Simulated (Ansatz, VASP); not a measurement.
TaN in VASP and in Ansatz

The input INCAR:

```
PREC = Accurate
ENCUT = 600
EDIFF = 1E-6
ISMEAR = 0
SIGMA = 0.1
LREAL = F
LASPH = T
NELM = 120
ALGO = Normal
ISIF = 2
LWAVE = F
LCHARG = F
NBANDS = 36
GGA_COMPAT = F
```

File KPOINTS:

```
Automatic mesh
0
Gamma
  5 5 8
```

POSCAR

```
TaN
1.0
    5.1960000000      0.0000000000      0.0000000000
   -2.5980000000      4.4998679981      0.0000000000
    0.0000000000      0.0000000000      2.9110000000
Ta N
3 3
Direct
    0.3333333333      0.6666666667      0.5000000000
    0.6666666667      0.3333333333      0.5000000000
    0.0000000000      0.0000000000      0.0000000000
    0.3928500000      0.0000000000      0.0000000000
    0.6071500000      0.6071500000      0.0000000000
    0.0000000000      0.3928500000      0.0000000000
```

Input for Ansatz:

```yaml
crystal:
  lattice:
    a: 5.196
    b: 5.196
    c: 2.911
    alpha: 90.0
    beta: 90.0
    gamma: 120.0
  atoms:
    - { symbol: Ta, position: [0.3333333333333333, 0.6666666666666666, 0.5] }
    - { symbol: Ta, position: [0.6666666666666666, 0.3333333333333333, 0.5] }
    - { symbol: Ta, position: [0.0, 0.0, 0.0] }
    - { symbol: "N", position: [0.39285, 0.0, 0.0] }
    - { symbol: "N", position: [0.60715, 0.60715, 0.0] }
    - { symbol: "N", position: [0.0, 0.39285, 0.0] }
basis:
  ecutwfc: 475.0
kpoints:
  mp_grid:
    grid: [5, 5, 8]
hamiltonian:
  xc: lda
scf:
  occupations:
    method: gaussian
    width: 0.1
output:
  forces: true
  stress: true
```

Alike in both runs: task single point; functional LDA; k mesh 5 × 5 × 8; occupations gaussian, width 0.1 eV; no spin polarisation.

```csv
,VASP,Ansatz
version,VASP 6.6.1,Ansatz 0.2.0
potentials or method,"VASP PAW LDA potentials, release 64 (Ta_sv_GW, N), cutoff 600 eV","plane waves, PAW"
valence electrons in the cell,54,54
```

|  | VASP | Ansatz | Ansatz less VASP |
| --- | --- | --- | --- |
| pressure (GPa) | -9.0 | -10.0 | -1.00 |
| traceless stress, the component that is largest in VASP (GPa) | -1.82 | -1.83 | -0.009 |
| rms of the force components (eV/Å) | 0.028 | 0.034 | +0.0060 |

LDA's correlation is that of Perdew and Zunger in VASP and of Perdew and Wang (1992) in Ansatz. Atom by atom the forces differ by 0.006 eV/Å (rms over components).

Neither program's run includes spin-orbit coupling.
